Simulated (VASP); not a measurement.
# ZnCd2Se3 (Pmmm) in VASP: a series of runs

Runs on ZnCd2Se3. Level: PBE. Tasks: single point.

All numbers are computed with VASP 6.6.1; they aren't measurements. Logs are shortened: lines on timing, memory, paths and dates and some standing lists are left out, and cuts for length are marked.

**1. The cell of the first run**

It takes space group Pmmm (No. 47, orthorhombic). The conventional cell has a = 4.753 Å, b = 5.932 Å, c = 6.121 Å, α = 90.00°, β = 90.00°, γ = 90.00°. Within 2.7 Å of Zn (site symmetry mmm) lie 2 Se at 2.02 Å and 4 Cd at 2.63 Å. Cd (site symmetry m2m) has 1 Cd at 2.25 Å and 2 Zn at 2.63 Å within 3.0 Å. Se (site symmetry mmm) has 4 Cd at 3.57 Å and 8 Se at 3.94 Å within 4.7 Å. Within 2.7 Å of Se (site symmetry mm2) lie 1 Zn at 2.02 Å and 1 Se at 2.09 Å.

**2. Single point, PBE**

Input file INCAR:

```
PREC     = Accurate       # precision mode
ENCUT    = 520            # plane-wave cutoff, eV
EDIFF    = 1E-6           # SCF threshold, eV
ISMEAR   = 0              # smearing method
SIGMA    = 0.1            # smearing width, eV
LREAL    = F              # projectors in reciprocal space
LASPH    = T              # aspherical terms in the spheres
NELM     = 80             # most SCF steps
ALGO     = Normal         # electronic algorithm
ISIF     = 2              # what is computed and relaxed
LWAVE    = F              # write WAVECAR
LCHARG   = F              # write CHGCAR
GGA      = PE             # functional
NBANDS   = 36             # bands
```

Input file KPOINTS:

```
Automatic mesh
0
Gamma
  4 4 4
```

Input file POSCAR:

```
ZnCd2Se3
1.0
    4.7530974100      0.0000000000      0.0000000000
    0.0000000000      5.9320244000      0.0000000000
    0.0000000000      0.0000000000      6.1213663600
Zn Cd Se
1 2 3
Direct
    0.5000000000      0.5000000000      0.0000000000
    0.0000000000      0.6896800900      0.0000000000
    0.0000000000      0.3103199100      0.0000000000
    0.0000000000      0.0000000000      0.5000000000
    0.5000000000      0.5000000000      0.3295098200
    0.5000000000      0.5000000000      0.6704901800
```

Potentials or basis: VASP PAW PBE potentials, release 64 (Zn, Cd, Se).

Launch:

```
cat potpaw_PBE.64/Zn/POTCAR potpaw_PBE.64/Cd/POTCAR potpaw_PBE.64/Se/POTCAR > POTCAR
mpirun -np 1 vasp_std > vasp.out
```

OUTCAR:

```text
PREC = Accurate
   ENCUT = 520
   EDIFF = 1E-6
   ISMEAR = 0
   LREAL = F
   LASPH = T
   NELM = 80
   ISIF = 2
   GGA = PE

 ion  position               nearest neighbor table
   1  0.500  0.500  0.000-   5 2.02   6 2.02   2 2.63   3 2.63   2 2.63   3 2.63
   2  0.000  0.690  0.000-   3 2.25   1 2.63   1 2.63   3 3.68
   3  0.000  0.310  0.000-   2 2.25   1 2.63   1 2.63   2 3.68
   4  0.000  0.000  0.500-
   5  0.500  0.500  0.330-   1 2.02   6 2.09
   6  0.500  0.500  0.670-   1 2.02   5 2.09

  LATTYP: Found a simple orthorhombic cell.
 ALAT       =     4.7530974100
 B/A-ratio  =     1.2480334166
 C/A-ratio  =     1.2878689057

  Lattice vectors:

 A1 = (   4.7530974100,   0.0000000000,   0.0000000000)
 A2 = (   0.0000000000,   5.9320244000,   0.0000000000)
 A3 = (   0.0000000000,   0.0000000000,   6.1213663600)

Analysis of symmetry for initial positions (statically):
=====================================================================
 Subroutine PRICEL returns:
 Original cell was already a primitive cell.

 Routine SETGRP: Setting up the symmetry group for a
 simple orthorhombic supercell.

 Subroutine GETGRP returns: Found  8 space group operations
 (whereof  8 operations were pure point group operations)
 out of a pool of  8 trial point group operations.

The static configuration has the point symmetry D_2h.

Analysis of symmetry for dynamics (positions and initial velocities):
=====================================================================
 Subroutine PRICEL returns:
 Original cell was already a primitive cell.

 Routine SETGRP: Setting up the symmetry group for a
 simple orthorhombic supercell.

 Subroutine GETGRP returns: Found  8 space group operations
 (whereof  8 operations were pure point group operations)
 out of a pool of  8 trial point group operations.

The dynamic configuration has the point symmetry D_2h.

 Subroutine INISYM returns: Found  8 space group operations
 (whereof  8 operations are pure point group operations),
 and found     1 'primitive' translations

----------------------------------------------------------------------------------------

                                     Primitive cell

  volume of cell :     172.5949

  direct lattice vectors                    reciprocal lattice vectors
     4.753097410  0.000000000  0.000000000     0.210389124  0.000000000  0.000000000
     0.000000000  5.932024400  0.000000000     0.000000000  0.168576515  0.000000000
     0.000000000  0.000000000  6.121366360     0.000000000  0.000000000  0.163362220

  length of vectors
     4.753097410  5.932024400  6.121366360     0.210389124  0.168576515  0.163362220

  position of ions in fractional coordinates (direct lattice)
     0.500000000  0.500000000  0.000000000
     0.000000000  0.689680090  0.000000000
     0.000000000  0.310319910  0.000000000
     0.000000000  0.000000000  0.500000000
     0.500000000  0.500000000  0.329509820
     0.500000000  0.500000000  0.670490180

  ion indices of the primitive-cell ions
   primitive index   ion index
                 1           1
                 2           2
                 3           3
                 4           4
                 5           5
                 6           6

----------------------------------------------------------------------------------------

 KPOINTS: Automatic mesh

Automatic generation of k-mesh.
 Grid dimensions read from file:
 generate k-points for:    4    4    4

 Generating k-lattice:

  Cartesian coordinates                     Fractional coordinates (reciprocal lattice)
     0.052597281  0.000000000  0.000000000     0.250000000  0.000000000  0.000000000
     0.000000000  0.042144129  0.000000000     0.000000000  0.250000000  0.000000000
     0.000000000  0.000000000  0.040840555     0.000000000  0.000000000  0.250000000

  Length of vectors
     0.052597281  0.042144129  0.040840555

  Shift w.r.t. Gamma in fractional coordinates (k-lattice)
     0.000000000  0.000000000  0.000000000

 Subroutine IBZKPT returns following result:
 ===========================================

 Found     27 irreducible k-points:

 Following reciprocal coordinates:
            Coordinates               Weight
  0.000000  0.000000  0.000000      1.000000
  0.250000  0.000000  0.000000      2.000000
  0.500000  0.000000  0.000000      1.000000
  0.000000  0.250000  0.000000      2.000000
  0.250000  0.250000  0.000000      4.000000
  0.500000  0.250000  0.000000      2.000000
[... 16 lines left out ...]
  0.250000  0.250000  0.500000      4.000000
  0.500000  0.250000  0.500000      2.000000
 [... further k-points ...]
   k-points           NKPTS =     27   k-points in BZ     NKDIM =     27   number of bands    NBANDS=     36
   number of dos      NEDOS =    301   number of ions     NIONS =      6
   total plane-waves  NPLWV =  82944
   dimension x,y,z NGX =    36 NGY =   48 NGZ =   48
   dimension x,y,z NGXF=    72 NGYF=   96 NGZF=   96
   ions per type =               1   2   3
   NGX,Y,Z   is equivalent  to a cutoff of  12.59, 13.45, 13.04 a.u.
   NGXF,Y,Z  is equivalent  to a cutoff of  25.18, 26.90, 26.07 a.u.
 SYSTEM =  unknown system
   PREC   = accura    normal or accurate (medium, high low for compatibility)
   ISTART =      0    job   : 0-new  1-cont  2-samecut
   ICHARG =      2    charge: 1-file 2-atom 10-const
   ISPIN  =      1    spin polarized calculation?
   LNONCOLLINEAR =      F non collinear calculations
   LSORBIT =      F    spin-orbit coupling
   LASPH  =      T    aspherical Exc in radial PAW
   ENCUT  =  520.0 eV  38.22 Ry    6.18 a.u.   8.84 11.03 11.38*2*pi/ulx,y,z
   NELM   =     80;   NELMIN=  2; NELMDL= -5     # of ELM steps
   EDIFF  = 0.1E-05   stopping-criterion for ELM
   LREAL  =      F    real-space projection
   EDIFFG = 0.1E-04   stopping-criterion for IOM
   NSW    =      0    number of steps for IOM
   IBRION =     -1    ionic relax: 0-MD 1-quasi-New 2-CG
   NFREE  =      0    steps in history (QN), initial steepest desc. (CG)
   ISIF   =      2    stress and relaxation
   ISYM   =      2    0-nonsym 1-usesym 2-fastsym
   POTIM  = 0.5000    time-step for ionic-motion
   TEBEG  =    0.0;   TEEND  =   0.0 temperature during run
   PSTRESS=    0.0 pullay stress
   NELECT =      54.0000    total number of electrons
   NUPDOWN=      -1.0000    fix difference up-down
   EMIN   =  10.00;   EMAX   =-10.00  energy-range for DOS
   EFERMI =   0.00;   METHOD = LEGACY
   ISMEAR =     0;   SIGMA  =   0.10  broadening in eV -4-tet -1-fermi 0-gaus
   EFERMI_NEDOS =   21; number of points for ismear=-14 and -15
   IALGO  =     38    algorithm
   IMIX   =      4    mixing-type and parameters
     AMIX     =   0.40;   BMIX     =  1.00
     AMIX_MAG =   1.60;   BMIX_MAG =  1.00
  volume/ion in A,a.u.               =      28.77       194.12
  Fermi-wavevector in a.u.,A,eV,Ry     =   1.111382  2.100208 16.805512  1.235170
  Thomas-Fermi vector in A             =   2.247945
   LORBIT       =      0    0 simple, 1 ext, 2 COOP (PROOUT), +10 PAW based schemes
   GGA     = PE    functional components
   LHFCALC =     F    Hartree Fock is set to
   AEXX    =    0.0000 exact exchange contribution
   IVDW    =     0    specifies the selected vdW correction
   LEPSILON=     F    determine dielectric tensor
   LRPA    =     F    only Hartree local field effects (RPA)
 non-spin polarized calculation
 Gauss-broadening in eV      SIGMA  =   0.10
  energy-cutoff  :      520.00
  volume of cell :      172.59
 maximum number of plane-waves:      4698
 NGX is ok and might be reduce to    36
   NGX = 17   NGY = 23   NGZ = 23

 number of electron      54.0000007 magnetization

 Free energy of the ion-electron system (eV)
  ---------------------------------------------------
  ext. energy  EPLUGINS =         0.00000000
  ---------------------------------------------------
  free energy    TOTEN  =        -5.80940972 eV

  energy without entropy =       -5.77464977  energy(sigma->0) =       -5.79202975

 E-fermi :   1.0734     XC(G=0):  -8.5974

 val. band max:        1.0655137782   @ k =   0.5000   0.5000   0.5000
 cond. band min:       1.0754090247   @ k =   0.0000   0.2500   0.0000
 fundamental gap:      0.0098952465
 Fermi energy:         1.0733622338

 k-point     1 :       0.0000    0.0000    0.0000
  band No.  band energies     occupation
      1     -15.0477      2.00000
      2     -11.1463      2.00000
      3      -9.9068      2.00000
      4      -9.8114      2.00000
      5      -9.2237      2.00000
      6      -9.1164      2.00000
[... 28 lines left out ...]
     35       6.6243      0.00000
     36       7.3389      0.00000

 k-point     2 :       0.2500    0.0000    0.0000
  band No.  band energies     occupation
      1     -15.0261      2.00000
      2     -11.1481      2.00000
      3      -9.9008      2.00000
      4      -9.8031      2.00000
      5      -9.4452      2.00000
      6      -9.0759      2.00000
[... 28 lines left out ...]
     35       6.5649      0.00000
     36       6.8950      0.00000

 k-point     3 :       0.5000    0.0000    0.0000
  band No.  band energies     occupation
      1     -15.0042      2.00000
      2     -11.1499      2.00000
      3      -9.8950      2.00000
      4      -9.7879      2.00000
      5      -9.5792      2.00000
      6      -9.0683      2.00000
[... 28 lines left out ...]
     35       6.8782      0.00000
     36       7.5413      0.00000
[... 742 lines left out ...]
 k-point    23 :       0.2500    0.2500    0.5000
  band No.  band energies     occupation
      1     -14.7131      2.00000
      2     -12.5119      2.00000
      3      -9.8792      2.00000
      4      -9.7616      2.00000
      5      -9.3706      2.00000
      6      -8.9427      2.00000
[... 28 lines left out ...]
     35       7.6428      0.00000
     36       7.7777      0.00000

 k-point    24 :       0.5000    0.2500    0.5000
  band No.  band energies     occupation
      1     -14.6998      2.00000
      2     -12.4817      2.00000
      3      -9.8609      2.00000
      4      -9.7479      2.00000
      5      -9.4802      2.00000
      6      -8.9864      2.00000
[... 28 lines left out ...]
     35       8.0938      0.00000
     36       8.8643      0.00000

 [... further k-points ...]
[... 5 lines left out ...]
  --------------------------------------------------------------------------------------
  -------------------------------------------------------------------------------------
  Total        7.0319857     14.9001729     31.5949279     -0.0000000      0.0000000      0.0000000
  in kB       65.2770543    138.3164625    293.2918098     -0.0000000      0.0000000      0.0000000
  external PRESSURE =     165.6284422 kB  Pullay stress =       0.0000000 kB

 VOLUME and BASIS-vectors are now :
 -----------------------------------------------------------------------------
  energy-cutoff  :      520.00
  volume of cell :      172.59
      direct lattice vectors                 reciprocal lattice vectors
     4.753097410  0.000000000  0.000000000     0.210389124  0.000000000  0.000000000
     0.000000000  5.932024400  0.000000000     0.000000000  0.168576515  0.000000000
     0.000000000  0.000000000  6.121366360     0.000000000  0.000000000  0.163362220

 POSITION                                       TOTAL-FORCE (eV/Angst)
 -----------------------------------------------------------------------------------
      2.37655      2.96601      0.00000         0.000000      0.000000      0.000000
      0.00000      4.09120      0.00000        -0.000000      7.910554      0.000000
      0.00000      1.84083      0.00000         0.000000     -7.910554     -0.000000
      0.00000      0.00000      3.06068         0.000000      0.000000      0.000000
      2.37655      2.96601      2.01705         0.000000      0.000000      0.549201
      2.37655      2.96601      4.10432         0.000000      0.000000     -0.549201
 -----------------------------------------------------------------------------------
    total drift:                                0.000000      0.000000     -0.000000

  FREE ENERGIE OF THE ION-ELECTRON SYSTEM (eV)
  ---------------------------------------------------
  free  energy   TOTEN  =        -5.8094097208 eV

  energy  without entropy=       -5.7746497744  energy(sigma->0) =       -5.79202975
```

Wall time 2.1 min (1 thread of Intel Xeon Platinum 8259CL at 2.50GHz (Skylake/Cascade Lake), shared host); peak memory 0.37 GiB.

Results:

```
Free energy            : -5.8094 eV
Pressure               : 16.6 GPa
Largest force          : 7.911 eV/Å
Band gap on the k mesh : zero (band 27 reaches 1.22 eV, above the bottom of band 28 at 0.71 eV)
```

Forces on the atoms (eV/Å):
```
Zn   0.000  0.000  0.000
Cd   0.000  7.911  0.000
Cd   0.000 -7.911  0.000
Se   0.000  0.000  0.000
Se   0.000  0.000  0.549
Se   0.000  0.000 -0.549
```

Caveat: forces of over 1 eV/Å act on the atoms, so gaps and moduli don't describe the material at rest.

(Continued in part 2 of 2.)
